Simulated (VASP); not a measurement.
# SrTiO3 (R-3m) in VASP: a series of runs

SrTiO3 is run at these levels: PBE; tasks: single point.

Program: VASP 6.6.1. These are calculated values, not measurements. Logs are shortened: lines on timing, memory, paths and dates and some standing lists are left out, and cuts for length are marked.

## 1. The cell of the first run

Symmetry: R-3m, No. 166, trigonal system. The conventional cell has a = 4.664 Å, b = 4.664 Å, c = 9.712 Å, α = 90.00°, β = 90.00°, γ = 120.00°. Sr (site symmetry -3m) has 6 O at 2.33 Å and 6 Ti at 3.14 Å within 3.2 Å. Within 2.8 Å of Ti (site symmetry -3m) lie 6 O at 2.11 Å. O (site symmetry 2/m) has 2 Ti at 2.11 Å and 2 Sr at 2.33 Å and 4 O at 2.33 Å within 2.8 Å.

## 2. Single point, PBE

File INCAR:

```
SYSTEM = SrTiO3
ALGO = Normal ; EDIFF = 1E-6
ENCUT = 910 ; GGA = PE
GGA_COMPAT = .False. ; ISIF = 2
ISMEAR = 0 ; LASPH = .True.
LCHARG = .True. ; LELF = .True.
LREAL = .False. ; LVHAR = .True.
LWAVE = .False. ; NBANDS = 28
NELM = 120 ; PREC = Accurate
SIGMA = 0.05
```

File KPOINTS:

```
k-points
0
Gamma
  8 8 8
  0 0 0
```

File POSCAR:

```
SrTiO3
1.0
    4.0678392166      0.7695912031      0.7695912031
    0.7695912031      4.0678392166      0.7695912031
    0.7695912031      0.7695912031      4.0678392166
Sr Ti O
1 1 3
Direct
    0.0000000000      0.0000000000      0.0000000000
    0.5000000000      0.5000000000      0.5000000000
    0.0000000000      0.5000000000      0.5000000000
    0.5000000000      0.0000000000      0.5000000000
    0.5000000000      0.5000000000      0.0000000000
```

Potentials or basis: VASP PAW PBE potentials, release 64 (Sr_sv, Ti_sv, O_h).

Started as:

```sh
> cat potpaw_PBE.64/Sr_sv/POTCAR potpaw_PBE.64/Ti_sv/POTCAR potpaw_PBE.64/O_h/POTCAR > POTCAR
> mpirun -np 1 vasp_std > vasp.out
```

OUTCAR:

```text
SYSTEM = SrTiO3
   EDIFF = 1E-6
   ENCUT = 910
   GGA = PE
   ISIF = 2
   ISMEAR = 0
   LASPH = .True.
   LREAL = .False.
   NELM = 120
   PREC = Accurate

 ion  position               nearest neighbor table
   1  0.000  0.000  0.000-   3 2.33   4 2.33   3 2.33   5 2.33   4 2.33   5 2.33   2 3.14   2 3.14
                             2 3.14   2 3.14   2 3.14   2 3.14
   2  0.500  0.500  0.500-   3 2.11   4 2.11   5 2.11   5 2.11   4 2.11   3 2.11   1 3.14   1 3.14
                             1 3.14   1 3.14   1 3.14   1 3.14
   3  0.000  0.500  0.500-   2 2.11   2 2.11   1 2.33   1 2.33
   4  0.500  0.000  0.500-   2 2.11   2 2.11   1 2.33   1 2.33
   5  0.500  0.500  0.000-   2 2.11   2 2.11   1 2.33   1 2.33

  LATTYP: Found a trigonal (rhomboedric) cell.
 ALAT       =     4.2109211738
 COS(alpha) =     0.3865030675

  Lattice vectors:

 A1 = (   4.0678392166,   0.7695912031,   0.7695912031)
 A2 = (   0.7695912031,   4.0678392166,   0.7695912031)
 A3 = (   0.7695912031,   0.7695912031,   4.0678392166)

Analysis of symmetry for initial positions (statically):
=====================================================================
 Subroutine PRICEL returns:
 Original cell was already a primitive cell.

 Routine SETGRP: Setting up the symmetry group for a
 trigonal (rhombohedral) supercell.

 Subroutine GETGRP returns: Found 12 space group operations
 (whereof 12 operations were pure point group operations)
 out of a pool of 12 trial point group operations.

The static configuration has the point symmetry D_3d.

Analysis of symmetry for dynamics (positions and initial velocities):
=====================================================================
 Subroutine PRICEL returns:
 Original cell was already a primitive cell.

 Routine SETGRP: Setting up the symmetry group for a
 trigonal (rhombohedral) supercell.

 Subroutine GETGRP returns: Found 12 space group operations
 (whereof 12 operations were pure point group operations)
 out of a pool of 12 trial point group operations.

The dynamic configuration has the point symmetry D_3d.

 Subroutine INISYM returns: Found 12 space group operations
 (whereof 12 operations are pure point group operations),
 and found     1 'primitive' translations

----------------------------------------------------------------------------------------

                                     Primitive cell

  volume of cell :      60.9956

[... 89 lines left out ...]
   LNONCOLLINEAR =      F non collinear calculations
   LSORBIT =      F    spin-orbit coupling
   LASPH  =      T    aspherical Exc in radial PAW
   ENCUT  =  910.0 eV  66.88 Ry    8.18 a.u.  10.36 10.36 10.36*2*pi/ulx,y,z
   NELM   =    120;   NELMIN=  2; NELMDL= -5     # of ELM steps
   EDIFF  = 0.1E-05   stopping-criterion for ELM
   LREAL  =      F    real-space projection
   EDIFFG = 0.1E-04   stopping-criterion for IOM
   NSW    =      0    number of steps for IOM
   IBRION =     -1    ionic relax: 0-MD 1-quasi-New 2-CG
   NFREE  =      0    steps in history (QN), initial steepest desc. (CG)
   ISIF   =      2    stress and relaxation
   ISYM   =      2    0-nonsym 1-usesym 2-fastsym
   POTIM  = 0.5000    time-step for ionic-motion
   TEBEG  =    0.0;   TEEND  =   0.0 temperature during run
   PSTRESS=    0.0 pullay stress
   NELECT =      40.0000    total number of electrons
   NUPDOWN=      -1.0000    fix difference up-down
   EMIN   =  10.00;   EMAX   =-10.00  energy-range for DOS
   EFERMI =   0.00;   METHOD = LEGACY
   ISMEAR =     0;   SIGMA  =   0.05  broadening in eV -4-tet -1-fermi 0-gaus
   EFERMI_NEDOS =   21; number of points for ismear=-14 and -15
   IALGO  =     38    algorithm
   IMIX   =      4    mixing-type and parameters
     AMIX     =   0.40;   BMIX     =  1.00
     AMIX_MAG =   1.60;   BMIX_MAG =  1.00
  volume/ion in A,a.u.               =      12.20        82.32
  Fermi-wavevector in a.u.,A,eV,Ry     =   1.422313  2.687782 27.524240  2.022975
  Thomas-Fermi vector in A             =   2.543030
   LORBIT       =      0    0 simple, 1 ext, 2 COOP (PROOUT), +10 PAW based schemes
   GGA     = PE    functional components
   LHFCALC =     F    Hartree Fock is set to
   AEXX    =    0.0000 exact exchange contribution
   IVDW    =     0    specifies the selected vdW correction
   LEPSILON=     F    determine dielectric tensor
   LRPA    =     F    only Hartree local field effects (RPA)
 non-spin polarized calculation
 Gauss-broadening in eV      SIGMA  =   0.05
  energy-cutoff  :      910.00
  volume of cell :       61.00
 maximum number of plane-waves:      3829
 NGX is ok and might be reduce to    42
   NGX = 21   NGY = 21   NGZ = 21

 number of electron      40.0000005 magnetization

 Free energy of the ion-electron system (eV)
  ---------------------------------------------------
  ext. energy  EPLUGINS =         0.00000000
  ---------------------------------------------------
  free energy    TOTEN  =       -32.60718578 eV

  energy without entropy =      -32.60189314  energy(sigma->0) =      -32.60453946

 E-fermi :   5.9197     XC(G=0): -11.0867

 val. band max:        5.9146956889   @ k =  -0.2500   0.1250  -0.0000
 cond. band min:       5.9233023202   @ k =   0.5000   0.3750   0.2500
 fundamental gap:      0.0086066313
 Fermi energy:         5.9197172320

 k-point     1 :       0.0000    0.0000    0.0000
  band No.  band energies     occupation
      1     -52.1834      2.00000
      2     -28.4976      2.00000
      3     -28.4976      2.00000
      4     -28.2702      2.00000
      5     -27.5433      2.00000
      6     -13.2525      2.00000
[... 733 lines left out ...]
     27      10.8871      0.00000
     28      12.5489      0.00000

 [... further k-points ...]
[... 5 lines left out ...]
  --------------------------------------------------------------------------------------
  -------------------------------------------------------------------------------------
  Total        6.4718754      6.4718754      6.4718754    -12.8565996    -12.8565996    -12.8565996
  in kB      169.9972441    169.9972441    169.9972441   -337.7052790   -337.7052790   -337.7052790
  external PRESSURE =     169.9972441 kB  Pullay stress =       0.0000000 kB

 VOLUME and BASIS-vectors are now :
 -----------------------------------------------------------------------------
  energy-cutoff  :      910.00
  volume of cell :       61.00
      direct lattice vectors                 reciprocal lattice vectors
     4.067839217  0.769591203  0.769591203     0.261576781 -0.041614488 -0.041614488
     0.769591203  4.067839217  0.769591203    -0.041614488  0.261576781 -0.041614488
     0.769591203  0.769591203  4.067839217    -0.041614488 -0.041614488  0.261576781

 POSITION                                       TOTAL-FORCE (eV/Angst)
 -----------------------------------------------------------------------------------
      0.00000      0.00000      0.00000        -0.000000      0.000000      0.000000
      2.80351      2.80351      2.80351        -0.000000     -0.000000      0.000000
      0.76959      2.41872      2.41872        -0.000000      0.000000     -0.000000
      2.41872      0.76959      2.41872        -0.000000     -0.000000      0.000000
      2.41872      2.41872      0.76959         0.000000      0.000000      0.000000
 -----------------------------------------------------------------------------------
    total drift:                                0.000000     -0.000000     -0.000000

  FREE ENERGIE OF THE ION-ELECTRON SYSTEM (eV)
  ---------------------------------------------------
  free  energy   TOTEN  =       -32.6071857780 eV

  energy  without entropy=      -32.6018931357  energy(sigma->0) =      -32.60453946
```

It took 2.9 min on 1 thread of Intel Xeon 6975P-C (Granite Rapids), shared host; peak memory 0.44 GiB.

Results:

* Free energy: -32.6072 eV
* Pressure: 17.0 GPa
* Band gap on the k mesh: zero (bands 20 and 21 overlap by 0.89 eV)

Caveat: the cutoff is under 1.25 times the usual one of these potentials, so pressure, stress and relaxed cells hold a basis-set (Pulay) error; the cell stands under pressure; semilocal functionals often make such compounds metallic where correlation or magnetic order opens a gap, which also shifts bond lengths.

## 3. Single point, PBE

File INCAR:

```
SYSTEM = SrTiO3
ALGO = Normal
EDIFF = 1E-6
ENCUT = 910
GGA = PE
GGA_COMPAT = .False.
ISIF = 2
ISMEAR = 0
LASPH = .True.
LCHARG = .False.
LREAL = .False.
LWAVE = .False.
NBANDS = 28
NELM = 120
PREC = Accurate
SIGMA = 0.05
```

KPOINTS is that of step 2.

Edit POSCAR of step 2 so:

```diff
@@ -2,5 +2,5 @@
 1.0
-    4.0678392166      0.7695912031      0.7695912031
-    0.7695912031      4.0678392166      0.7695912031
-    0.7695912031      0.7695912031      4.0678392166
+    4.1329647623     -0.8265929525     -0.8265929525
+   -0.8265929525      4.1329647623     -0.8265929525
+   -0.8265929525     -0.8265929525      4.1329647623
 Sr Ti O
```

Potentials or basis: VASP PAW PBE potentials, release 64 (Sr_sv, Ti_sv, O_h).

Started as:

```sh
> cat potpaw_PBE.64/Sr_sv/POTCAR potpaw_PBE.64/Ti_sv/POTCAR potpaw_PBE.64/O_h/POTCAR > POTCAR
> mpirun -np 1 vasp_std > vasp.out
```

Run time: 6.1 min. Hardware: 1 thread of Intel Xeon Platinum 8488C (Sapphire Rapids), shared host; peak memory 0.43 GiB.

The run converged. Its results:

- Free energy: -27.7414 eV
- Pressure: 21.3 GPa
- Band gap on the k mesh: zero (bands 20 and 21 overlap by 0.88 eV)

Stress tensor (GPa, compression positive):
```
21.28 45.00 45.00
45.00 21.28 45.00
45.00 45.00 21.28
```

Levels at points of the mesh, in eV from the Fermi level:
```csv
k point,band 17,band 18,band 19,band 20,band 21,band 22,band 23,band 24
"(0.00, 0.00, 0.00)",-2.04,-0.94,-0.94,-0.75,-0.22,0.40,0.40,2.12
"(0.50, 0.00, 0.00)",-2.15,-2.05,-1.49,0.09,1.35,1.47,2.57,2.82
"(0.50, 0.00, 0.50)",-2.05,-1.92,-1.72,-0.58,-0.04,0.80,1.30,3.04
"(0.50, 0.50, 0.50)",-1.53,-0.14,-0.14,0.39,2.07,2.07,3.98,5.15
```

Caveat: the cutoff is under 1.25 times the usual one of these potentials, so pressure, stress and relaxed cells hold a basis-set (Pulay) error; the cell stands under pressure; semilocal functionals often make such compounds metallic where correlation or magnetic order opens a gap, which also shifts bond lengths.
